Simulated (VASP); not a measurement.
# KF (Carobbiite) (Fm-3m) in VASP: settings compared

The runs below take KF (Carobbiite) through relaxation of cell and atoms, single point, with PBEsol, LDA.

All numbers are computed with VASP 6.6.1; they aren't measurements. Logs are shortened: lines on timing, memory, paths and dates and some standing lists are left out, and cuts for length are marked.

## 1. The cell of the first run

Symmetry: Fm-3m, No. 225, cubic system. The conventional cell has a = 5.344 Å, b = 5.344 Å, c = 5.344 Å, α = 90.00°, β = 90.00°, γ = 90.00°. K (site symmetry m-3m) has 6 F at 2.67 Å within 3.5 Å. F (site symmetry m-3m) has 6 K at 2.67 Å within 3.5 Å.

## 2. Relaxation of cell and atoms, PBEsol, target pressure 30 GPa, at which the enthalpy is minimised

File INCAR:

```
SYSTEM = KF
PREC     = Accurate       ! precision mode
ENCUT    = 600            ! plane-wave cutoff, eV
EDIFF    = 1E-6           ! SCF threshold, eV
ISMEAR   = -1             ! smearing method
SIGMA    = 0.05           ! smearing width, eV
LREAL    = .False.        ! projectors in reciprocal space
LASPH    = .True.         ! aspherical terms in the spheres
NELM     = 60             ! most SCF steps
ALGO     = Normal         ! electronic algorithm
ISIF     = 3              ! what is computed and relaxed
LWAVE    = .False.        ! write WAVECAR
LCHARG   = .False.        ! write CHGCAR
GGA      = PS             ! functional
IBRION   = 2              ! ionic algorithm
NSW      = 80             ! ionic steps
EDIFFG   = -0.005         ! ionic threshold
PSTRESS  = 300.0
```

File KPOINTS:

```
regular mesh
0
Gamma
  9 9 9
  0 0 0
```

File POSCAR:

```
KF
1.0
    0.0000000000      2.6718500000      2.6718500000
    2.6718500000      0.0000000000      2.6718500000
    2.6718500000      2.6718500000      0.0000000000
K F
1 1
Direct
    0.0000000000      0.0000000000      0.0000000000
    0.5000000000      0.5000000000      0.5000000000
```

Potentials or basis: VASP PAW PBE potentials, release 64 (K_sv, F).

Launch:

```console
$ cat potpaw_PBE.64/K_sv/POTCAR potpaw_PBE.64/F/POTCAR > POTCAR
$ mpirun -np 1 vasp_std > vasp.out
```

OUTCAR:

```text
SYSTEM = KF
   PREC = Accurate
   ENCUT = 600
   EDIFF = 1E-6
   ISMEAR = -1
   LREAL = .False.
   LASPH = .True.
   NELM = 60
   ISIF = 3
   GGA = PS
   IBRION = 2
   NSW = 80
   EDIFFG = -0.005
   PSTRESS = 300.0

 ion  position               nearest neighbor table
   1  0.000  0.000  0.000-   2 2.67   2 2.67   2 2.67   2 2.67   2 2.67   2 2.67
   2  0.500  0.500  0.500-   1 2.67   1 2.67   1 2.67   1 2.67   1 2.67   1 2.67

  LATTYP: Found a face centered cubic cell.
 ALAT       =     5.3437000000

  Lattice vectors:

 A1 = (   0.0000000000,   2.6718500000,   2.6718500000)
 A2 = (   2.6718500000,   0.0000000000,   2.6718500000)
 A3 = (   2.6718500000,   2.6718500000,   0.0000000000)

Analysis of symmetry for initial positions (statically):
=====================================================================
 Subroutine PRICEL returns:
 Original cell was already a primitive cell.

 Routine SETGRP: Setting up the symmetry group for a
 face centered cubic supercell.

 Subroutine GETGRP returns: Found 48 space group operations
[... 9 lines left out ...]

 Routine SETGRP: Setting up the symmetry group for a
 face centered cubic supercell.

 Subroutine GETGRP returns: Found 48 space group operations
[... 11 lines left out ...]
                                     Primitive cell

  volume of cell :      38.1475

  direct lattice vectors                    reciprocal lattice vectors
     0.000000000  2.671850000  2.671850000    -0.187136254  0.187136254  0.187136254
     2.671850000  0.000000000  2.671850000     0.187136254 -0.187136254  0.187136254
     2.671850000  2.671850000  0.000000000     0.187136254  0.187136254 -0.187136254

  length of vectors
     3.778566507  3.778566507  3.778566507     0.324129500  0.324129500  0.324129500

  position of ions in fractional coordinates (direct lattice)
     0.000000000  0.000000000  0.000000000
     0.500000000  0.500000000  0.500000000

  ion indices of the primitive-cell ions
   primitive index   ion index
                 1           1
                 2           2

----------------------------------------------------------------------------------------

 KPOINTS: regular mesh

Automatic generation of k-mesh.
 Grid dimensions read from file:
 generate k-points for:    9    9    9

 Generating k-lattice:

  Cartesian coordinates                     Fractional coordinates (reciprocal lattice)
    -0.020792917  0.020792917  0.020792917     0.111111111  0.000000000  0.000000000
     0.020792917 -0.020792917  0.020792917     0.000000000  0.111111111  0.000000000
     0.020792917  0.020792917 -0.020792917     0.000000000  0.000000000  0.111111111

  Length of vectors
     0.036014389  0.036014389  0.036014389

  Shift w.r.t. Gamma in fractional coordinates (k-lattice)
     0.000000000  0.000000000  0.000000000

 Subroutine IBZKPT returns following result:
 ===========================================

 Found     35 irreducible k-points:

 Following reciprocal coordinates:
            Coordinates               Weight
  0.000000  0.000000  0.000000      1.000000
  0.111111  0.000000  0.000000      8.000000
  0.222222  0.000000  0.000000      8.000000
  0.333333  0.000000  0.000000      8.000000
  0.444444  0.000000  0.000000      8.000000
  0.111111  0.111111  0.000000      6.000000
[... 16 lines left out ...]
 -0.333333  0.333333  0.000000     12.000000
  0.444444  0.444444  0.000000      6.000000
 [... further k-points ...]
   k-points           NKPTS =     35   k-points in BZ     NKDIM =     35   number of bands    NBANDS=     12
   number of dos      NEDOS =    301   number of ions     NIONS =      2
   total plane-waves  NPLWV =  27000
   dimension x,y,z NGX =    30 NGY =   30 NGZ =   30
   dimension x,y,z NGXF=    60 NGYF=   60 NGZF=   60
   ions per type =               1   1
   NGX,Y,Z   is equivalent  to a cutoff of  13.20, 13.20, 13.20 a.u.
   NGXF,Y,Z  is equivalent  to a cutoff of  26.40, 26.40, 26.40 a.u.
 SYSTEM =  KF
   PREC   = accura    normal or accurate (medium, high low for compatibility)
   ISTART =      0    job   : 0-new  1-cont  2-samecut
   ICHARG =      2    charge: 1-file 2-atom 10-const
   ISPIN  =      1    spin polarized calculation?
   LNONCOLLINEAR =      F non collinear calculations
   LSORBIT =      F    spin-orbit coupling
   LASPH  =      T    aspherical Exc in radial PAW
   ENCUT  =  600.0 eV  44.10 Ry    6.64 a.u.   7.55  7.55  7.55*2*pi/ulx,y,z
   NELM   =     60;   NELMIN=  2; NELMDL= -5     # of ELM steps
   EDIFF  = 0.1E-05   stopping-criterion for ELM
   LREAL  =      F    real-space projection
   EDIFFG = -.5E-02   stopping-criterion for IOM
   NSW    =     80    number of steps for IOM
   IBRION =      2    ionic relax: 0-MD 1-quasi-New 2-CG
   NFREE  =      1    steps in history (QN), initial steepest desc. (CG)
   ISIF   =      3    stress and relaxation
   ISYM   =      2    0-nonsym 1-usesym 2-fastsym
   POTIM  = 0.5000    time-step for ionic-motion
   TEBEG  =    0.0;   TEEND  =   0.0 temperature during run
   PSTRESS=  300.0 pullay stress
   NELECT =      16.0000    total number of electrons
   NUPDOWN=      -1.0000    fix difference up-down
   EMIN   =  10.00;   EMAX   =-10.00  energy-range for DOS
   EFERMI =   0.00;   METHOD = LEGACY
   ISMEAR =    -1;   SIGMA  =   0.05  broadening in eV -4-tet -1-fermi 0-gaus
   EFERMI_NEDOS =   21; number of points for ismear=-14 and -15
   IALGO  =     38    algorithm
   IMIX   =      4    mixing-type and parameters
     AMIX     =   0.40;   BMIX     =  1.00
     AMIX_MAG =   1.60;   BMIX_MAG =  1.00
  volume/ion in A,a.u.               =      19.07       128.72
  Fermi-wavevector in a.u.,A,eV,Ry     =   1.225442  2.315750 20.431978  1.501708
  Thomas-Fermi vector in A             =   2.360480
   LORBIT       =      0    0 simple, 1 ext, 2 COOP (PROOUT), +10 PAW based schemes
   GGA     = PS    functional components
   LHFCALC =     F    Hartree Fock is set to
   AEXX    =    0.0000 exact exchange contribution
   IVDW    =     0    specifies the selected vdW correction
   LEPSILON=     F    determine dielectric tensor
   LRPA    =     F    only Hartree local field effects (RPA)
 conjugate gradient relaxation of ions
 non-spin polarized calculation
  energy-cutoff  :      600.00
  volume of cell :       38.15
 maximum number of plane-waves:      1299
 NGX is ok and might be reduce to    30
   NGX = 15   NGY = 15   NGZ = 15

--------------------------------------- Ionic step        1  -------------------------------------------

 number of electron      15.9999997 magnetization

 Free energy of the ion-electron system (eV)
  ---------------------------------------------------
  ext. energy  EPLUGINS =         0.00000000
  ---------------------------------------------------
  free energy    TOTEN  =        -8.52116826 eV

  energy without entropy =       -8.52116826  energy(sigma->0) =       -8.52116826

 E-fermi :  -1.6887     XC(G=0):  -8.6085

 val. band max:       -2.9095391039   @ k =   0.0000   0.0000   0.0000
 cond. band min:       3.1219537563   @ k =   0.0000   0.0000   0.0000
 fundamental gap:      6.0314928601
 Fermi energy:        -1.6886619236

 k-point     1 :       0.0000    0.0000    0.0000
  band No.  band energies     occupation
      1     -28.8725      2.00000
      2     -21.4391      2.00000
      3     -12.1844      2.00000
      4     -12.1844      2.00000
      5     -12.1844      2.00000
      6      -2.9095      2.00000
      7      -2.9095      2.00000
      8      -2.9095      2.00000
      9       3.1220      0.00000
     10       7.7273      0.00000
     11       7.7273      0.00000
     12       7.7273      0.00000

 k-point     2 :       0.1111    0.0000    0.0000
  band No.  band energies     occupation
      1     -28.8612      2.00000
      2     -21.4496      2.00000
      3     -12.2179      2.00000
      4     -12.1889      2.00000
      5     -12.1889      2.00000
      6      -3.0264      2.00000
      7      -2.9529      2.00000
      8      -2.9529      2.00000
      9       3.4705      0.00000
     10       7.5110      0.00000
     11       7.8966      0.00000
     12       7.8966      0.00000
[... 902 lines left out ...]
 VOLUME and BASIS-vectors are now :
 -----------------------------------------------------------------------------
  energy-cutoff  :      600.00
  volume of cell :       26.28
      direct lattice vectors                 reciprocal lattice vectors
     0.000000000  2.359848425  2.359848425    -0.211878015  0.211878015  0.211878015
     2.359848425  0.000000000  2.359848425     0.211878015 -0.211878015  0.211878015
     2.359848425  2.359848425  0.000000000     0.211878015  0.211878015 -0.211878015

 POSITION                                       TOTAL-FORCE (eV/Angst)
 -----------------------------------------------------------------------------------
      2.35985      0.00000      2.35985        -0.000000     -0.000000     -0.000000
      2.35985      2.35985      2.35985         0.000000      0.000000      0.000000
 -----------------------------------------------------------------------------------
    total drift:                                0.000000      0.000000      0.000000

  FREE ENERGIE OF THE ION-ELECTRON SYSTEM (eV)
  ---------------------------------------------------
  free  energy   TOTEN  =        -7.8164401997 eV

  energy  without entropy=       -7.8164401997  energy(sigma->0) =       -7.81644020

  enthalpy is  TOTEN    =        -2.8949911409 eV   P V=        4.9214490587

--------------------------------------- Ionic step        7  -------------------------------------------

 number of electron      15.9999998 magnetization

 Free energy of the ion-electron system (eV)
  ---------------------------------------------------
  ext. energy  EPLUGINS =         0.00000000
  ---------------------------------------------------
  free energy    TOTEN  =        -7.78908944 eV

  energy without entropy =       -7.78908944  energy(sigma->0) =       -7.78908944

 E-fermi :  -0.1840     XC(G=0): -10.5725

 val. band max:       -1.2126728284   @ k =  -0.4444   0.4444   0.0000
 cond. band min:       6.5769422853   @ k =   0.4444   0.4444   0.0000
 fundamental gap:      7.7896151137
 Fermi energy:        -0.1840315513

 k-point     1 :       0.0000    0.0000    0.0000
  band No.  band energies     occupation
      1     -26.8774      2.00000
      2     -20.1308      2.00000
      3      -9.5617      2.00000
      4      -9.5617      2.00000
      5      -9.5617      2.00000
      6      -1.4932      2.00000
      7      -1.4932      2.00000
      8      -1.4932      2.00000
      9       6.9311      0.00000
     10       9.9373      0.00000
     11       9.9373      0.00000
     12       9.9373      0.00000

 k-point     2 :       0.1111    0.0000    0.0000
  band No.  band energies     occupation
      1     -26.8183      2.00000
      2     -20.2034      2.00000
      3      -9.6209      2.00000
      4      -9.5665      2.00000
      5      -9.5665      2.00000
      6      -1.6896      2.00000
      7      -1.6039      2.00000
      8      -1.6039      2.00000
      9       7.4055      0.00000
     10       9.7118      0.00000
     11      10.1907      0.00000
     12      10.1907      0.00000
[... 343 lines left out ...]
 VOLUME and BASIS-vectors are now :
 -----------------------------------------------------------------------------
  energy-cutoff  :      600.00
  volume of cell :       26.14
      direct lattice vectors                 reciprocal lattice vectors
     0.000000000  2.355401994  2.355401994    -0.212277990  0.212277990  0.212277990
     2.355401994  0.000000000  2.355401994     0.212277990 -0.212277990  0.212277990
     2.355401994  2.355401994  0.000000000     0.212277990  0.212277990 -0.212277990

 POSITION                                       TOTAL-FORCE (eV/Angst)
 -----------------------------------------------------------------------------------
      0.00000      0.00000      0.00000         0.000000      0.000000      0.000000
      2.35540      2.35540      2.35540         0.000000     -0.000000     -0.000000
 -----------------------------------------------------------------------------------
    total drift:                                0.000000      0.000000      0.000000

  FREE ENERGIE OF THE ION-ELECTRON SYSTEM (eV)
  ---------------------------------------------------
  free  energy   TOTEN  =        -7.7890894435 eV

  energy  without entropy=       -7.7890894434  energy(sigma->0) =       -7.78908944

  enthalpy is  TOTEN    =        -2.8954070088 eV   P V=        4.8936824347

 reached required accuracy - stopping structural energy minimisation
```

Wall time 54 s (1 thread of Intel Xeon 6975P-C (Granite Rapids), shared host); peak memory 0.19 GiB.

What came out:

```yaml
Free_energy: -7.7891 eV
Relaxed_volume: 13.07 Å³/atom
Relaxed_cell: a = 3.331 Å, b = 3.331 Å, c = 3.331 Å, α = 60.00°, β = 60.00°, γ = 60.00°
Space_group_after_relaxing_to_0.05_Å: Fm-3m (No. 225)
Energy_change_on_relaxing_the_enthalpy_is_what_falls: +366.0 meV/atom
Ionic_steps: 7
Pressure_after_relaxing: 30.0 GPa
Band_gap_on_the_k_mesh: 7.79 eV, indirect (least direct gap 7.88 eV)
```

Step by step:
```tsv
step	energy change (eV)	largest force (eV/Å)	pressure (GPa)	volume (Å³)
1	0.0000	0.0000	-0.62	38.15
2	2.2323	0.0000	77.98	21.36
3	0.6902	0.0000	28.64	26.36
4	0.7279	0.0000	29.87	26.16
5	0.7679	0.0000	31.17	25.95
6	0.7047	0.0000	29.10	26.28
7	0.7321	0.0000	30.00	26.14
```

Final structure:
```
CELL_PARAMETERS angstrom
0.00000 2.35540 2.35540
2.35540 0.00000 2.35540
2.35540 2.35540 0.00000
ATOMIC_POSITIONS crystal
K 0.00000 0.00000 0.00000
F 0.50000 0.50000 0.50000
```

Levels at points of the mesh, in eV from the valence-band top:
| k point | band 4 | band 5 | band 6 | band 7 | band 8 | band 9 | band 10 | band 11 | band 12 |
| --- | --- | --- | --- | --- | --- | --- | --- | --- | --- |
| (0.00, 0.00, 0.00) | -8.35 | -8.35 | -0.28 | -0.28 | -0.28 | 8.14 | 11.15 | 11.15 | 11.15 |

Caveat: the cell is relaxed towards a set pressure, so the enthalpy falls and the energy may rise; the volume moved by over 15 % at a fixed basis, so the end points are rough; the PAW data sets were made with another functional, which shifts forces and pressure a little. A k mesh can miss the band edges.

## 3. Single point, LDA

This run uses another cell than the first one, of 17.20 Å³/atom, 0.902 times its volume.

File INCAR:

```
SYSTEM = KF
PREC = Accurate
ENCUT = 520
EDIFF = 1E-6
ISMEAR = -1
SIGMA = 0.05
LREAL = .FALSE.
LASPH = .TRUE.
NELM = 60
ALGO = Normal
ISIF = 2
LWAVE = .FALSE.
LCHARG = .FALSE.
NBANDS = 15
```

File KPOINTS:

```
regular mesh
0
G
  9 9 9
  0 0 0
```

File POSCAR:

```
KF
1.0
    0.0000000000      2.5812865918      2.5812865918
    2.5812865918      0.0000000000      2.5812865918
    2.5812865918      2.5812865918      0.0000000000
K F
1 1
Direct
    0.0000000000      0.0000000000      0.0000000000
    0.5000000000      0.5000000000      0.5000000000
```

Potentials or basis: VASP PAW LDA potentials, release 64 (K_sv, F).

Launch:

```console
$ cat potpaw_LDA.64/K_sv/POTCAR potpaw_LDA.64/F/POTCAR > POTCAR
$ mpirun -np 1 vasp_std > vasp.out
```

It took 9.7 s on 1 thread of Intel Xeon Platinum 8488C (Sapphire Rapids), shared host; peak memory 0.14 GiB.

It converged, with:

| Quantity | Value |
| --- | --- |
| Free energy | -9.0715 eV |
| Pressure | 0.2 GPa |
| Band gap on the k mesh | 6.35 eV, direct |

Levels at points of the mesh, in eV from the valence-band top:
```
           k point  band 4  band 5  band 6  band 7  band 8  band 9  band 10  band 11  band 12  band 13
(0.00, 0.00, 0.00)   -8.75   -8.75    0.00    0.00    0.00    6.35    10.78    10.78    10.78    12.66
```

A k mesh can miss the band edges.
